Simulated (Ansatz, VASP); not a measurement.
Two plane-wave programs on Se

File INCAR:

```
PREC = Accurate ; ENCUT = 600
EDIFF = 1E-6 ; ISMEAR = -1
SIGMA = 0.1 ; LREAL = False
LASPH = True ; NELM = 100
ALGO = Normal ; ISIF = 3
LWAVE = False ; LCHARG = False
GGA = CA ; IBRION = 2
NSW = 80 ; EDIFFG = -0.01
```

Contents of KPOINTS:

```
Automatic mesh
0
Gamma
  9 9 9
```

Contents of POSCAR:

```
Se
1.0
    0.0000000000      3.0878327507      3.0878327507
    3.0878327507      0.0000000000      3.0878327507
    3.0878327507      3.0878327507      0.0000000000
Se
2
Direct
    0.1250000000      0.1250000000      0.1250000000
    0.8750000000      0.8750000000      0.8750000000
```

Input for Ansatz:

```yaml
crystal:
  lattice:
    - [0.0, 3.0878327507, 3.0878327507]
    - [3.0878327507, 0.0, 3.0878327507]
    - [3.0878327507, 3.0878327507, 0.0]
  atoms:
    - { symbol: Se, position: [0.125, 0.125, 0.125] }
    - { symbol: Se, position: [0.875, 0.875, 0.875] }
hamiltonian:
  xc: lda
  pseudopotentials:
    kind: paw
    azcp:
      Se: "pseudopotentials/Se.paw.azcp"
basis:
  ecutwfc: 420
  fft_grid_basis: typed
kpoints:
  mp_grid: { grid: [9, 9, 9], shift: [0, 0, 0] }
magnetization:
  spin_polarized: false
scf:
  occupations: { method: fermi_dirac, width: 0.1 }
relax:
  max_steps: 60
  f_tol: 0.01
  cell: {}
```

Alike in both runs: task relaxation of cell and atoms; functional LDA; k mesh 9 × 9 × 9; occupations fermi-dirac, width 0.1 eV; no spin polarisation.

```csv
,VASP,Ansatz
version,VASP 6.6.1,Ansatz 0.2.0
potentials or method,"VASP PAW LDA potentials, release 64 (Se), cutoff 600 eV","plane waves (420 eV) with PAW, scalar-relativistic"
valence electrons in the cell,12,32
```

|  | VASP | Ansatz | Ansatz less VASP |
| --- | --- | --- | --- |
| relaxed volume (Å³/atom) | 29.44 | 29.33 | -0.107 |
| relaxed length of the cell vector where the two differ most in proportion (Å) | 4.367 | 4.362 | -0.0053 |

Ansatz warns that its potentials were made for another functional, while VASP's fit it. LDA's correlation is that of Perdew and Zunger in VASP and of Perdew and Wang (1992) in Ansatz. VASP's potentials hold 12 valence electrons a cell and Ansatz's 32, so a difference there can come from the potentials and not from the codes.

Noted on VASP's run: the relaxation stopped at its first step, so nothing moved.
